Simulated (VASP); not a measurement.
A run of VASP 6.6.1 is set up as follows.

The input INCAR:

```
SYSTEM = Ta4C3
ALGO     = Normal         ! electronic algorithm
EDIFF    = 1E-6           ! SCF threshold, eV
ENCUT    = 520            ! plane-wave cutoff, eV
GGA      = PS             ! functional
ISIF     = 2              ! what is computed and relaxed
ISMEAR   = 1              ! smearing method
LASPH    = .True.         ! aspherical terms in the spheres
LCHARG   = .True.         ! write CHGCAR
LELF     = .True.         ! ELF
LREAL    = .False.        ! projectors in reciprocal space
LVHAR    = .True.       
LWAVE    = .False.        ! write WAVECAR
NBANDS   = 37             ! bands
NELM     = 60             ! most SCF steps
PREC     = Accurate       ! precision mode
SIGMA    = 0.1            ! smearing width, eV
```

Contents of KPOINTS:

```
k-points
0
Gamma
  5 5 5
  0 0 0
```

The input POSCAR:

```
Ta4C3
1.0
    4.4452810000      0.0000000000      0.0000000000
    0.0000000000      4.4452810000      0.0000000000
    0.0000000000      0.0000000000      4.4452810000
Ta C
4 3
Direct
    0.0000000000      0.5000000000      0.5000000000
    0.5000000000      0.0000000000      0.5000000000
    0.5000000000      0.5000000000      0.0000000000
    0.0000000000      0.0000000000      0.0000000000
    0.5000000000      0.0000000000      0.0000000000
    0.0000000000      0.5000000000      0.0000000000
    0.0000000000      0.0000000000      0.5000000000
```

Potentials or basis: VASP PAW PBE potentials, release 64 (Ta_pv, C).

Launch:

```sh
$ cat potpaw_PBE.64/Ta_pv/POTCAR potpaw_PBE.64/C/POTCAR > POTCAR
$ mpirun -np 1 vasp_std > vasp.out
```

(1) Estimate the pressure.

(2) Estimate the band gap on the k mesh.

Answers

(1) -7.9 GPa.

(2) zero (band 28 reaches 7.03 eV, above the bottom of band 29 at 6.21 eV).

Caveat: the PAW data sets were made with another functional, which shifts forces and pressure a little; spin-orbit coupling is left out, which moves the levels of the heavy elements.
